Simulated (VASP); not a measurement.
# Si3N4 (I-43d) in VASP: single point with PBE0

Aim: the single point of Si3N4 with PBE0.

Everything below comes from runs of VASP 6.6.1. Logs are shortened: lines on timing, memory, paths and dates and some standing lists are left out, and cuts for length are marked.

## Step 1: The cell of the first run

The structure is cubic, space group I-43d (No. 220). Conventional cell: a = 6.443 Å, b = 6.443 Å, c = 6.443 Å, α = 90.00°, β = 90.00°, γ = 90.00°. Si (site symmetry -4) has 4 N at 1.74 Å within 2.3 Å. Within 2.3 Å of N (site symmetry 3) lie 3 Si at 1.74 Å.

## Step 2: Single point, PBE0

File POSCAR:

```
Si3N4
1.0
   -3.2213760741      3.2213760741      3.2213760741
    3.2213760741     -3.2213760741      3.2213760741
    3.2213760741      3.2213760741     -3.2213760741
Si N
6 8
Direct
    0.3750000000      0.2500000000      0.6250000000
    0.6250000000      0.3750000000      0.2500000000
    0.8750000000      0.1250000000      0.7500000000
    0.2500000000      0.6250000000      0.3750000000
    0.7500000000      0.8750000000      0.1250000000
    0.1250000000      0.7500000000      0.8750000000
    0.5000000000      0.0000000000      0.0625071014
    0.5625071014      0.5000000000      0.0000000000
    0.9374928986      0.9374928986      0.9374928986
    0.0000000000      0.5625071014      0.5000000000
    0.4374928986      0.4374928986      0.4374928986
    0.0000000000      0.0625071014      0.5000000000
    0.5000000000      0.0000000000      0.5625071014
    0.0625071014      0.5000000000      0.0000000000
```

File INCAR.step1:

```
  PREC = Accurate
  ENCUT = 520
  EDIFF = 1E-5
  ISMEAR = 0
  SIGMA = 0.01
  LREAL = F
  LASPH = T
  NELM = 80
  ALGO = Normal
  ISIF = 2
  LWAVE = T
  LCHARG = F
  NBANDS = 45
  GGA = PE
  KPAR = 4
```

File INCAR.step2:

```
  PREC = Accurate
  ENCUT = 520
  EDIFF = 1E-6
  ISMEAR = 0
  SIGMA = 0.01
  LREAL = F
  LASPH = T
  NELM = 80
  ALGO = Normal
  ISIF = 2
  LWAVE = F
  LCHARG = F
  GGA = PE
  LHFCALC = T
  AEXX = 0.25
  PRECFOCK = Fast
  NBANDS = 45
  ISTART = 1
  KPAR = 4
```

File KPOINTS:

```
regular mesh
0
Gamma
  4 4 4
```

Potentials or basis: VASP PAW PBE potentials, release 64 (Si, N).

Started as:

```
> cat potpaw_PBE.64/Si/POTCAR potpaw_PBE.64/N/POTCAR > POTCAR
> cp INCAR.step1 INCAR
> mpirun -np 4 vasp_std > vasp.out
> cp INCAR.step2 INCAR
> mpirun -np 4 vasp_std > vasp.out
```

OUTCAR:

```text
PREC = Accurate
   ENCUT = 520
   EDIFF = 1E-6
   ISMEAR = 0
   LREAL = F
   LASPH = T
   NELM = 80
   ISIF = 2
   GGA = PE
   LHFCALC = T
   AEXX = 0.25
   PRECFOCK = Fast
   ISTART = 1

 ion  position               nearest neighbor table
   1  0.375  0.250  0.625-   8 1.74  11 1.74  12 1.74  13 1.74   2 3.01   3 3.01   5 3.01   4 3.01
                             2 3.01   4 3.01   3 3.01   5 3.01
   2  0.625  0.375  0.250-   7 1.74   8 1.74  10 1.74  11 1.74   6 3.01   4 3.01   1 3.01   5 3.01
                             1 3.01   4 3.01   5 3.01   6 3.01
   3  0.875  0.125  0.750-   9 1.74  12 1.74  13 1.74  14 1.74   4 3.01   6 3.01   5 3.01   1 3.01
                             1 3.01   5 3.01   6 3.01   4 3.01
   4  0.250  0.625  0.375-  10 1.74  11 1.74  13 1.74  14 1.74   2 3.01   3 3.01   1 3.01   3 3.01
                             6 3.01   6 3.01   1 3.01   2 3.01
   5  0.750  0.875  0.125-   7 1.74   8 1.74   9 1.74  12 1.74   3 3.01   2 3.01   3 3.01   6 3.01
                             1 3.01   2 3.01   1 3.01   6 3.01
   6  0.125  0.750  0.875-   7 1.74   9 1.74  10 1.74  14 1.74   3 3.01   2 3.01   5 3.01   4 3.01
                             5 3.01   4 3.01   3 3.01   2 3.01
   7  0.500  0.000  0.063-   2 1.74   5 1.74   6 1.74
   8  0.563  0.500  0.000-   1 1.74   2 1.74   5 1.74
   9  0.937  0.937  0.937-   3 1.74   5 1.74   6 1.74
  10  0.000  0.563  0.500-   2 1.74   4 1.74   6 1.74
  11  0.437  0.437  0.437-   1 1.74   2 1.74   4 1.74
  12  0.000  0.063  0.500-   1 1.74   3 1.74   5 1.74
  13  0.500  0.000  0.563-   1 1.74   3 1.74   4 1.74
  14  0.063  0.500  0.000-   3 1.74   4 1.74   6 1.74

  LATTYP: Found a body centered cubic cell.
 ALAT       =     6.4427521482

  Lattice vectors:

 A1 = (  -3.2213760741,   3.2213760741,   3.2213760741)
 A2 = (   3.2213760741,  -3.2213760741,   3.2213760741)
 A3 = (   3.2213760741,   3.2213760741,  -3.2213760741)

Analysis of symmetry for initial positions (statically):
=====================================================================
 Subroutine PRICEL returns:
 Original cell was already a primitive cell.

 Routine SETGRP: Setting up the symmetry group for a
 body centered cubic supercell.

[... 145 lines left out ...]
   IMIX   =      1    mixing-type and parameters
     AMIX     =   0.40;   BMIX     =  1.00
     AMIX_MAG =   1.60;   BMIX_MAG =  1.00
  volume/ion in A,a.u.               =       9.55        64.45
  Fermi-wavevector in a.u.,A,eV,Ry     =   1.280580  2.419945 22.311993  1.639885
  Thomas-Fermi vector in A             =   2.413000
   LORBIT       =      0    0 simple, 1 ext, 2 COOP (PROOUT), +10 PAW based schemes
   GGA     = PE    functional components
   LHFCALC =     T    Hartree Fock is set to
   PRECFOCK=fast      Normal, Fast or Accurate (Low or Medium for compatibility)
   ENCUT4O =  -1.0   cutoff for four orbital integrals eV
   NKREDX  =     1    reduce k-point grid by
   NKREDY  =     1    reduce k-point grid by
   NKREDZ  =     1    reduce k-point grid by
   AEXX    =    0.2500 exact exchange contribution
   HFSCREEN=    0.0000 screening length (either q_TF or 0.3 A-1)
   HFSCREENC=   0.0000 screening length for correlation (either q_TF or 0.3 A-1)
   ENCUTFOCK=  -1.0 apply spherical cutoff to Coloumb kernel
   IVDW    =     0    specifies the selected vdW correction
   LEPSILON=     F    determine dielectric tensor
   LRPA    =     F    only Hartree local field effects (RPA)
 non-spin polarized calculation
 Gauss-broadening in eV      SIGMA  =   0.01
  energy-cutoff  :      520.00
  volume of cell :      133.72
 maximum number of plane-waves:      3624
 NGX is ok and might be reduce to    42
  NGX = 24; NGY = 24; NGZ = 24

 number of electron      64.0000005 magnetization

 Free energy of the ion-electron system (eV)
  ---------------------------------------------------
  ext. energy  EPLUGINS =         0.00000000
  ---------------------------------------------------
  free energy    TOTEN  =      -143.46684451 eV

  energy without entropy =     -143.46684451  energy(sigma->0) =     -143.46684451

 E-fermi :   6.5635     XC(G=0):  -9.0113

 val. band max:        6.5074891824   @ k =   0.5000   0.0000   0.0000
 cond. band min:      12.8088649144   @ k =  -0.2500   0.2500   0.2500
 fundamental gap:      6.3013757320
 Fermi energy:         6.5634613822

 k-point     1 :       0.0000    0.0000    0.0000
  band No.  band energies     occupation
      1     -13.3942      2.00000
      2     -10.2682      2.00000
      3     -10.2682      2.00000
      4     -10.2682      2.00000
      5      -9.7254      2.00000
      6      -9.7254      2.00000
[... 365 lines left out ...]
     43      17.8209      0.00000
     44      17.8209      0.00000
 [bands above 44 left out]

------------------------ aborting loop because EDIFF is reached ----------------------------------------

  FORCE on cell =-STRESS in cart. coord.  units (eV):
  Direction    XX          YY          ZZ          XY          YZ          ZX
  --------------------------------------------------------------------------------------
  -------------------------------------------------------------------------------------
  Total       -1.4878341     -1.4878341     -1.4878341      0.0000000      0.0000000     -0.0000000
  in kB      -17.8271048    -17.8271048    -17.8271048      0.0000000      0.0000000     -0.0000000
  external PRESSURE =     -17.8271048 kB  Pullay stress =       0.0000000 kB

 VOLUME and BASIS-vectors are now :
 -----------------------------------------------------------------------------
  energy-cutoff  :      520.00
  volume of cell :      133.72
      direct lattice vectors                 reciprocal lattice vectors
    -3.221376074  3.221376074  3.221376074     0.000000000  0.155213172  0.155213172
     3.221376074 -3.221376074  3.221376074     0.155213172  0.000000000  0.155213172
     3.221376074  3.221376074 -3.221376074     0.155213172  0.155213172  0.000000000

 POSITION                                       TOTAL-FORCE (eV/Angst)
 -----------------------------------------------------------------------------------
      1.61069      2.41603      0.00000        -0.000000      0.000000      0.000000
      0.00000      1.61069      2.41603        -0.000000      0.000000      0.000000
      0.00000      4.83206      0.80534        -0.000000      0.000000      0.000000
      2.41603      0.00000      1.61069        -0.000000      0.000000      0.000000
      0.80534      0.00000      4.83206        -0.000000      0.000000      0.000000
      4.83206      0.80534      0.00000        -0.000000      0.000000      0.000000
     -1.40933      1.81205      1.40933         0.003223      0.003223     -0.003223
     -0.20136      0.20136      3.42273        -0.003223      0.003223      0.003223
      3.02002      3.02002      3.02002        -0.003223     -0.003223     -0.003223
      3.42273     -0.20136      0.20136         0.003223     -0.003223      0.003223
      1.40933      1.40933      1.40933        -0.003223     -0.003223     -0.003223
      1.81205      1.40933     -1.40933         0.003223     -0.003223      0.003223
      0.20136      3.42273     -0.20136         0.003223      0.003223     -0.003223
      1.40933     -1.40933      1.81205        -0.003223      0.003223      0.003223
 -----------------------------------------------------------------------------------
    total drift:                               -0.000001     -0.000001     -0.000002

  FREE ENERGIE OF THE ION-ELECTRON SYSTEM (eV)
  ---------------------------------------------------
  free  energy   TOTEN  =      -143.4668445102 eV

  energy  without entropy=     -143.4668445102  energy(sigma->0) =     -143.46684451
```

OUTCAR.step1:

```text
PREC = Accurate
   ENCUT = 520
   EDIFF = 1E-5
   ISMEAR = 0
   LREAL = F
[... 635 lines left out ...]
      1.40933      1.40933      1.40933         0.024894      0.024894      0.024894
      1.81205      1.40933     -1.40933        -0.024894      0.024894     -0.024894
      0.20136      3.42273     -0.20136        -0.024894     -0.024894      0.024894
      1.40933     -1.40933      1.81205         0.024894     -0.024894     -0.024894
 -----------------------------------------------------------------------------------
    total drift:                                0.000000      0.000000      0.000000

  FREE ENERGIE OF THE ION-ELECTRON SYSTEM (eV)
  ---------------------------------------------------
  free  energy   TOTEN  =      -113.1000261882 eV

  energy  without entropy=     -113.1000261882  energy(sigma->0) =     -113.10002619
```

It took 23 min on 4 MPI ranks of Intel Xeon Platinum 8259CL at 2.50GHz (Skylake/Cascade Lake), shared host; peak memory 0.3 GiB.

What came out:

```
Free energy            : -143.4668 eV
Pressure               : -1.8 GPa
Largest force          : 0.006 eV/Å
Band gap on the k mesh : 6.30 eV (least direct gap 6.54 eV)
```

Forces in eV/Å, atoms in the order of the input:
```
Si   0.000  0.000  0.000
Si   0.000  0.000  0.000
Si   0.000  0.000  0.000
Si   0.000  0.000  0.000
Si   0.000  0.000  0.000
Si   0.000  0.000  0.000
N    0.003  0.003 -0.003
N   -0.003  0.003  0.003
N   -0.003 -0.003 -0.003
N    0.003 -0.003  0.003
N   -0.003 -0.003 -0.003
N    0.003 -0.003  0.003
N    0.003  0.003 -0.003
N   -0.003  0.003  0.003
```

Levels at points of the mesh, in eV from the valence-band top:
```tsv
k point	band 29	band 30	band 31	band 32	band 33	band 34	band 35	band 36
(0.00, 0.00, 0.00)	-0.14	-0.14	-0.14	-0.07	6.86	6.86	7.04	7.04
(0.50, 0.00, 0.00)	-1.35	-1.35	0.00	0.00	7.24	7.24	8.43	8.43
(0.50, 0.50, 0.50)	-2.06	-2.06	-1.31	-1.31	7.71	7.71	7.71	7.71
```

Caveat: the PAW data sets were made with another functional, which shifts forces and pressure a little. A k mesh can miss the band edges.
